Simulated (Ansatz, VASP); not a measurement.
**NaHF2 in VASP and in Ansatz**

The input INCAR:

```
  PREC = Accurate
  ENCUT = 520
  EDIFF = 1E-8
  ISMEAR = -1
  SIGMA = 0.02
  LREAL = False
  LASPH = True
  NELM = 100
  ALGO = Normal
  ISIF = 2
  LWAVE = False
  LCHARG = False
  GGA = CA
  LEFG = True
  NBANDS = 19
```

The input KPOINTS:

```
Automatic mesh
0
Gamma
  10 10 10
```

The input POSCAR:

```
NaHF2
1.0
    1.7226644207      0.9945807670      4.6233559652
   -1.7226644207      0.9945807670      4.6233559652
    0.0000000000     -1.9891615341      4.6233559652
Na H F
1 1 2
Direct
    0.0000000000      0.0000000000      0.0000000000
    0.5000000000      0.5000000000      0.5000000000
    0.4100000000      0.4100000000      0.4100000000
    0.5900000000      0.5900000000      0.5900000000
```

Input for Ansatz:

```yaml
crystal:
  lattice:
    - [1.7226644207, 0.994580767, 4.6233559652]
    - [-1.7226644207, 0.994580767, 4.6233559652]
    - [0.0, -1.9891615341, 4.6233559652]
  atoms:
    - { symbol: Na, position: [0.0, 0.0, 0.0] }
    - { symbol: H, position: [0.5, 0.5, 0.5] }
    - { symbol: F, position: [0.41, 0.41, 0.41] }
    - { symbol: F, position: [0.59, 0.59, 0.59] }
kpoints:
  mp_grid: { grid: [10, 10, 10] }
scf:
  occupations: { method: fermi_dirac, width: 0.02 }
hamiltonian:
  xc: lda
  pseudopotentials: { kind: paw }
output:
  forces: true
  stress: true
  eigenvalues: true
  efg: { contact_densities: true }
```

Change from the starting cell: volume scaled by 0.99, PAW files.

Alike in both runs: task electric field gradients; functional LDA; k mesh 10 × 10 × 10; occupations fermi-dirac, width 0.02 eV; no spin polarisation.

```csv
,VASP,Ansatz
version,VASP 6.6.1,Ansatz 0.2.0
potentials or method,"VASP PAW LDA potentials, release 64 (Na_pv, H, F)","PAW with Ansatz's default frozen-core files, scalar-relativistic"
plane-wave cutoff (eV),520,420
valence electrons in the cell,22,24
```

|  | VASP | Ansatz | Ansatz less VASP |
| --- | --- | --- | --- |
| gap on the k mesh at the Fermi level (eV) | 6.36 | 6.39 | +0.033 |
| pressure (GPa) | -6.7 | -6.7 | -0.01 |
| traceless stress, the component that is largest in VASP (GPa) | -10.67 | -11.10 | -0.424 |
| rms of the force components (eV/Å) | 0.857 | 0.881 | +0.0241 |
| size of Vzz on the site where it differs most (V/Å²) | 117.6 | 115.8 | -1.80 |

LDA's correlation is that of Perdew and Zunger in VASP and of Perdew and Wang (1992) in Ansatz. Atom by atom the forces differ by 0.024 eV/Å (rms over components). VASP's potentials hold 22 valence electrons a cell and Ansatz's 24, so a difference there can come from the potentials and not from the codes.
